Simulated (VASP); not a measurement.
# SiC (Cm) in VASP: single point with r2SCAN

Aim: the single point of SiC with r2SCAN.

Everything below comes from runs of VASP 6.6.1. Logs are shortened: lines on timing, memory, paths and dates and some standing lists are left out, and cuts for length are marked.

### 1 The cell of the first run

The structure is monoclinic, space group Cm (No. 8). The conventional cell has a = 5.330 Å, b = 3.078 Å, c = 10.423 Å, α = 90.00°, β = 104.82°, γ = 90.00°. Within 2.5 Å of Si (site symmetry m) lie 4 C at 1.89 Å. Within 2.5 Å of Si (site symmetry m) lie 5 C at 1.89 to 2.44 Å. Within 2.5 Å of Si (site symmetry m) lie 4 C at 1.88 to 1.89 Å. Si (site symmetry m) has 4 C at 1.88 to 1.89 Å within 2.5 Å. C (site symmetry m) has 4 Si at 1.88 to 1.89 Å within 2.5 Å. Within 2.5 Å of C (site symmetry m) lie 5 Si at 1.88 to 2.44 Å. Within 2.5 Å of C (site symmetry m) lie 4 Si at 1.89 Å. Within 2.5 Å of C (site symmetry m) lie 4 Si at 1.89 Å.

### 2 Single point, r2SCAN

POSCAR reads:

```
SiC
1.0
   -1.5387796673     -2.6652445653      0.0000000000
    1.5387796672     -2.6652445654      0.0000000000
   -0.7693898337     -1.3326222827     10.0767691650
Si C
4 4
Direct
    0.0363145237      0.3333333333      0.5940376193
    0.6196478570      0.6666666667      0.0940376193
   -0.1720465910      0.0000000000      0.3440931819
   -0.4220465910      0.0000000000      0.8440931819
    0.1303313312      0.3333333333      0.4060040042
    0.2136646646      0.6666666667      0.9060040042
    0.9216679027      0.0000000000      0.1566641945
    0.6716679027      0.0000000000      0.6566641945
```

INCAR.step1 reads:

```
SYSTEM = SiC
  ALGO = Normal
  EDIFF = 1E-4
  ENCUT = 520
  GGA = PE
  ISMEAR = 0
  ISYM = 0
  LASPH = .TRUE.
  LCHARG = .FALSE.
  LREAL = .FALSE.
  LWAVE = .TRUE.
  NBANDS = 26
  NELM = 60
  PREC = Accurate
  SIGMA = 0.05
```

INCAR.step2 reads:

```
SYSTEM = SiC
  ALGO = Normal
  EDIFF = 1E-6
  ENCUT = 520
  ISIF = 2
  ISMEAR = 0
  ISTART = 1
  ISYM = 0
  LASPH = .TRUE.
  LCHARG = .FALSE.
  LMIXTAU = .TRUE.
  LREAL = .FALSE.
  LWAVE = .FALSE.
  METAGGA = R2SCAN
  NBANDS = 26
  NELM = 60
  PREC = Accurate
  SIGMA = 0.05
```

KPOINTS reads:

```
k-points
0
G
  8 8 3
  0 0 0
```

Potentials or basis: VASP PAW PBE potentials, release 64 (Si, C).

The run is started by

```
$ cat potpaw_PBE.64/Si/POTCAR potpaw_PBE.64/C/POTCAR > POTCAR
$ cp INCAR.step1 INCAR
$ mpirun -np 1 vasp_std > vasp.out
$ cp INCAR.step2 INCAR
$ mpirun -np 1 vasp_std > vasp.out
```

OUTCAR:

```text
SYSTEM = SiC
   EDIFF = 1E-6
   ENCUT = 520
   ISIF = 2
   ISMEAR = 0
   ISTART = 1
   ISYM = 0
   LASPH = .TRUE.
   LREAL = .FALSE.
   METAGGA = R2SCAN
   NELM = 60
   PREC = Accurate

 ion  position               nearest neighbor table
   1  0.036  0.333  0.594-   8 1.89   8 1.89   8 1.89   5 1.89   3 3.08   3 3.08   3 3.08   4 3.08
                             4 3.08   4 3.08
   2  0.620  0.667  0.094-   7 1.89   7 1.89   7 1.89   6 2.44   6 2.44   4 2.67   3 3.08   3 3.08
                             3 3.08
   3  0.828  0.000  0.344-   5 1.88   5 1.88   5 1.88   7 1.89   1 3.08   1 3.08   1 3.08   2 3.08
                             2 3.08   2 3.08
   4  0.578  0.000  0.844-   6 1.88   6 1.88   6 1.88   8 1.89   2 2.67   1 3.08   1 3.08   1 3.08

   5  0.130  0.333  0.406-   3 1.88   3 1.88   3 1.88   1 1.89
   6  0.214  0.667  0.906-   4 1.88   4 1.88   4 1.88   2 2.44   2 2.44
   7  0.922  0.000  0.157-   2 1.89   2 1.89   2 1.89   3 1.89
   8  0.672  0.000  0.657-   1 1.89   1 1.89   1 1.89   4 1.89

IMPORTANT INFORMATION: All symmetrisations will be switched off!
NOSYMM: (Re-)initialisation of all symmetry stuff for point group C_1.

----------------------------------------------------------------------------------------

                                     Primitive cell

  volume of cell :      82.6542

  direct lattice vectors                    reciprocal lattice vectors
    -1.538779667 -2.665244565  0.000000000    -0.324932809 -0.187600045 -0.049619078
     1.538779667 -2.665244565  0.000000000     0.324932809 -0.187600045  0.000000000
    -0.769389834 -1.332622283 10.076769165     0.000000000  0.000000000  0.099238157

  length of vectors
     3.077559334  3.077559335 10.193582279     0.378466855  0.375200090  0.099238157

  position of ions in fractional coordinates (direct lattice)
     0.036314524  0.333333333  0.594037619
     0.619647857  0.666666667  0.094037619
     0.827953409  1.000000000  0.344093182
     0.577953409  1.000000000  0.844093182
     0.130331331  0.333333333  0.406004004
     0.213664665  0.666666667  0.906004004
     0.921667903  1.000000000  0.156664195
     0.671667903  1.000000000  0.656664195

  ion indices of the primitive-cell ions
   primitive index   ion index
                 1           1
                 2           2
                 3           3
                 4           4
                 5           5
                 6           6
                 7           7
                 8           8

----------------------------------------------------------------------------------------

 KPOINTS: k-points

Automatic generation of k-mesh.
 Grid dimensions read from file:
 generate k-points for:    8    8    3

 Generating k-lattice:

  Cartesian coordinates                     Fractional coordinates (reciprocal lattice)
    -0.040616601 -0.023450006 -0.006202385     0.125000000 -0.000000000 -0.000000000
     0.040616601 -0.023450006  0.000000000    -0.000000000  0.125000000 -0.000000000
     0.000000000  0.000000000  0.033079386     0.000000000  0.000000000  0.333333333

  Length of vectors
     0.047308357  0.046900011  0.033079386

  Shift w.r.t. Gamma in fractional coordinates (k-lattice)
     0.000000000  0.000000000  0.000000000

 -----------------------------------------------------------------------------
|                                                                             |
|           W    W    AA    RRRRR   N    N  II  N    N   GGGG   !!!           |
|           W    W   A  A   R    R  NN   N  II  NN   N  G    G  !!!           |
|           W    W  A    A  R    R  N N  N  II  N N  N  G       !!!           |
|           W WW W  AAAAAA  RRRRR   N  N N  II  N  N N  G  GGG   !            |
|           WW  WW  A    A  R   R   N   NN  II  N   NN  G    G                |
|           W    W  A    A  R    R  N    N  II  N    N   GGGG   !!!           |
|                                                                             |
|     Your reciprocal lattice and k-lattice belong to different lattice       |
|     classes:                                                                |
|                                                                             |
|        The reciprocal lattice is body-centered orthorhombic,                |
|        whereas your k-lattice is base-centered monoclinic.                  |
|                                                                             |
|     Results are often still useful ...                                      |
|                                                                             |
 -----------------------------------------------------------------------------

 WARNING: IBZKPT: internal override: KBLOWUP is changed to .FALSE.
      ... skipping the blow-up phase ...

 Subroutine IBZKPT returns following result:
 ===========================================

 Found     98 irreducible k-points:

 Following reciprocal coordinates:
            Coordinates               Weight
  0.000000  0.000000  0.000000      1.000000
  0.125000  0.000000 -0.000000      2.000000
  0.250000  0.000000 -0.000000      2.000000
  0.375000  0.000000  0.000000      2.000000
  0.500000  0.000000 -0.000000      1.000000
  0.000000  0.125000  0.000000      2.000000
[... 16 lines left out ...]
  0.125000  0.375000 -0.000000      2.000000
  0.250000  0.375000  0.000000      2.000000
 [... further k-points ...]
   k-points           NKPTS =     98   k-points in BZ     NKDIM =     98   number of bands    NBANDS=     26
   number of dos      NEDOS =    301   number of ions     NIONS =      8
   total plane-waves  NPLWV =  46080
   dimension x,y,z NGX =    24 NGY =   24 NGZ =   80
   dimension x,y,z NGXF=    48 NGYF=   48 NGZF=  160
   ions per type =               4   4
   NGX,Y,Z   is equivalent  to a cutoff of  12.96, 12.96, 13.05 a.u.
   NGXF,Y,Z  is equivalent  to a cutoff of  25.93, 25.93, 26.09 a.u.
 SYSTEM =  SiC
   PREC   = accura    normal or accurate (medium, high low for compatibility)
   ISTART =      1    job   : 0-new  1-cont  2-samecut
   ICHARG =      0    charge: 1-file 2-atom 10-const
   ISPIN  =      1    spin polarized calculation?
   LNONCOLLINEAR =      F non collinear calculations
   LSORBIT =      F    spin-orbit coupling
   LASPH  =      T    aspherical Exc in radial PAW
   ENCUT  =  520.0 eV  38.22 Ry    6.18 a.u.   5.72  5.72 18.95*2*pi/ulx,y,z
   NELM   =     60;   NELMIN=  2; NELMDL=  0     # of ELM steps
   EDIFF  = 0.1E-05   stopping-criterion for ELM
   LREAL  =      F    real-space projection
   EDIFFG = 0.1E-04   stopping-criterion for IOM
   NSW    =      0    number of steps for IOM
   IBRION =     -1    ionic relax: 0-MD 1-quasi-New 2-CG
   NFREE  =      0    steps in history (QN), initial steepest desc. (CG)
   ISIF   =      2    stress and relaxation
   ISYM   =      0    0-nonsym 1-usesym 2-fastsym
   POTIM  = 0.5000    time-step for ionic-motion
   TEBEG  =    0.0;   TEEND  =   0.0 temperature during run
   PSTRESS=    0.0 pullay stress
   NELECT =      32.0000    total number of electrons
   NUPDOWN=      -1.0000    fix difference up-down
   EMIN   =  10.00;   EMAX   =-10.00  energy-range for DOS
   EFERMI =   0.00;   METHOD = LEGACY
   ISMEAR =     0;   SIGMA  =   0.05  broadening in eV -4-tet -1-fermi 0-gaus
   EFERMI_NEDOS =   21; number of points for ismear=-14 and -15
   IALGO  =     38    algorithm
   IMIX   =      4    mixing-type and parameters
     AMIX     =   0.40;   BMIX     =  1.00
     AMIX_MAG =   1.60;   BMIX_MAG =  1.00
  volume/ion in A,a.u.               =      10.33        69.72
  Fermi-wavevector in a.u.,A,eV,Ry     =   1.193172  2.254769 19.370077  1.423661
  Thomas-Fermi vector in A             =   2.329193
   LORBIT       =      0    0 simple, 1 ext, 2 COOP (PROOUT), +10 PAW based schemes
   METAGGA = R2SCAN    functional components
   LHFCALC =     F    Hartree Fock is set to
   AEXX    =    0.0000 exact exchange contribution
   IVDW    =     0    specifies the selected vdW correction
   LEPSILON=     F    determine dielectric tensor
   LRPA    =     F    only Hartree local field effects (RPA)
 non-spin polarized calculation
 Gauss-broadening in eV      SIGMA  =   0.05
  energy-cutoff  :      520.00
  volume of cell :       82.65
 maximum number of plane-waves:      2246
   NGX = 11   NGY = 11   NGZ = 37

 number of electron      32.0000001 magnetization

 Free energy of the ion-electron system (eV)
  ---------------------------------------------------
  ext. energy  EPLUGINS =         0.00000000
  ---------------------------------------------------
  free energy    TOTEN  =       -75.06977026 eV

  energy without entropy =      -75.06977026  energy(sigma->0) =      -75.06977026

 E-fermi :   8.8428     XC(G=0): -11.9942

 val. band max:        8.5874011604   @ k =   0.1250   0.1250  -0.0000
 cond. band min:       9.4268966212   @ k =   0.5000   0.0000  -0.0000
 fundamental gap:      0.8394954608
 Fermi energy:         8.8427585207

 k-point     1 :       0.0000    0.0000    0.0000
  band No.  band energies     occupation
      1      -8.1717      2.00000
      2      -6.9744      2.00000
      3      -6.8717      2.00000
      4      -4.5307      2.00000
      5      -0.7030      2.00000
      6       3.4739      2.00000
[... 18 lines left out ...]
     25      15.9963      0.00000
     26      16.6783      0.00000

 k-point     2 :       0.1250    0.0000   -0.0000
  band No.  band energies     occupation
      1      -7.8830      2.00000
      2      -6.8037      2.00000
      3      -6.4857      2.00000
      4      -4.3148      2.00000
      5      -0.4075      2.00000
      6       3.3433      2.00000
[... 18 lines left out ...]
     25      16.3603      0.00000
[... 608 lines left out ...]
     25      17.1971      0.00000
     26      17.5872      0.00000

 k-point    24 :       0.2500    0.3750    0.0000
  band No.  band energies     occupation
      1      -6.2459      2.00000
      2      -5.3607      2.00000
      3      -4.8374      2.00000
      4      -3.1575      2.00000
      5       0.7174      2.00000
      6       1.3418      2.00000
[... 18 lines left out ...]
     25      17.2287      0.00000
     26      17.6312      0.00000

 [... further k-points ...]

------------------------ aborting loop because EDIFF is reached ----------------------------------------

  FORCE on cell =-STRESS in cart. coord.  units (eV):
  Direction    XX          YY          ZZ          XY          YZ          ZX
  --------------------------------------------------------------------------------------
  -------------------------------------------------------------------------------------
  Total       -1.2859680     -4.0187234      2.5394684     -2.3650713     -1.4831867      2.5682625
  in kB      -24.9273402    -77.8993587     49.2253232    -45.8447921    -28.7502485     49.7834724
  external PRESSURE =     -17.8671252 kB  Pullay stress =       0.0000000 kB

 VOLUME and BASIS-vectors are now :
 -----------------------------------------------------------------------------
  energy-cutoff  :      520.00
  volume of cell :       82.65
      direct lattice vectors                 reciprocal lattice vectors
    -1.538779667 -2.665244565  0.000000000    -0.324932809 -0.187600045 -0.049619078
     1.538779667 -2.665244565  0.000000000     0.324932809 -0.187600045  0.000000000
    -0.769389834 -1.332622283 10.076769165     0.000000000  0.000000000  0.099238157

 POSITION                                       TOTAL-FORCE (eV/Angst)
 -----------------------------------------------------------------------------------
     -0.00000     -1.77683      5.98598         0.013077     -0.007611      0.107046
      0.00000     -3.55366      0.94760        -0.305834      0.176820     -0.356327
     -1.53878     -2.66524      3.46735         0.264006     -0.152281      0.336197
     -1.53878     -2.66524      8.50573         0.432292     -0.249226     -0.152675
     -0.00000     -1.77683      4.09121        -0.014052      0.007830     -0.074756
     -0.00000     -3.55366      9.12959        -1.020784      0.588561     -0.182829
     -1.53878     -2.66524      1.57867         0.748816     -0.432332      0.546611
     -1.53878     -2.66524      6.61705        -0.117522      0.068240     -0.223268
 -----------------------------------------------------------------------------------
    total drift:                               -0.000100     -0.000239     -0.000596

  FREE ENERGIE OF THE ION-ELECTRON SYSTEM (eV)
  ---------------------------------------------------
  free  energy   TOTEN  =       -75.0697702613 eV

  energy  without entropy=      -75.0697702613  energy(sigma->0) =      -75.06977026
```

Wall time 13 min (1 thread of Oxide Virtual Turin-like, shared host); peak memory 0.28 GiB.

Results:

* Free energy: -75.0698 eV
* Pressure: -1.8 GPa
* Largest force: 1.192 eV/Å
* Band gap on the k mesh: 0.84 eV (least direct gap 1.47 eV)

Forces in eV/Å, atoms in the order of the input:
```
Si   0.013 -0.008  0.107
Si  -0.306  0.177 -0.356
Si   0.264 -0.152  0.336
Si   0.432 -0.249 -0.153
C   -0.014  0.008 -0.075
C   -1.021  0.589 -0.183
C    0.749 -0.432  0.547
C   -0.118  0.068 -0.223
```

Levels at points of the mesh, in eV from the valence-band top:
| k point | band 13 | band 14 | band 15 | band 16 | band 17 | band 18 | band 19 | band 20 |
| --- | --- | --- | --- | --- | --- | --- | --- | --- |
| (0.00, 0.00, 0.00) | -0.80 | -0.66 | -0.50 | -0.06 | 4.56 | 5.40 | 6.09 | 6.30 |
| (0.50, 0.00, 0.00) | -3.20 | -2.73 | -1.94 | -0.63 | 0.84 | 3.03 | 3.11 | 4.07 |
| (0.00, 0.50, 0.00) | -2.83 | -2.21 | -2.08 | -1.51 | 1.31 | 2.62 | 3.09 | 5.17 |
| (0.50, 0.50, 0.00) | -3.21 | -2.67 | -1.97 | -0.91 | 1.07 | 2.65 | 3.39 | 4.35 |

Caveat: the PAW data sets were made with another functional, which shifts forces and pressure a little; an odd mesh through Γ misses points on the zone boundary, where band edges can lie.
